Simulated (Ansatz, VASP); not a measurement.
One calculation of Hf4C, two programs

```
Hf C
1.0
     4.56599    0.00000    0.00000
     0.00000    4.56599    0.00000
     0.00000    0.00000    4.56599
Hf C
4 1
Direct
  0.00000 0.00000 0.00000
  0.50000 0.50000 0.00000
  0.50000 0.00000 0.50000
  0.00000 0.50000 0.50000
  0.50000 0.50000 0.50000
```

Change from the starting cell: species swapped into the Mn4N type (Pm-3m, No. 221).

Alike in both runs: functional PBE; k mesh 4 × 4 × 4; occupations gaussian, width 0.2 eV; no spin polarisation.

Ansatz relaxed the structure, and its values are those at the end. VASP's run is a single point on that final structure, the one shown.

|  | VASP | Ansatz |
| --- | --- | --- |
| version | VASP 6.6.1 | Ansatz 0.2.0 |
| potentials or method | VASP PAW PBE potentials, release 64 (Hf_pv, C), cutoff 600 eV | scalar-relativistic, plane waves, PAW |
| valence electrons in the cell | 44 | 108 |

```csv
,VASP,Ansatz,Ansatz less VASP
gap on the k mesh at the Fermi level (eV),none,none,-
pressure (GPa),-0.6,-0.1,+0.51
```

A gap of «none» marks a metal or a gap that the smearing closes. The functional is the same, so the differences come from potentials, cutoffs and numerics. VASP's potentials hold 44 valence electrons a cell and Ansatz's 108, so a difference there can come from the potentials and not from the codes.

Neither program's run includes spin-orbit coupling.
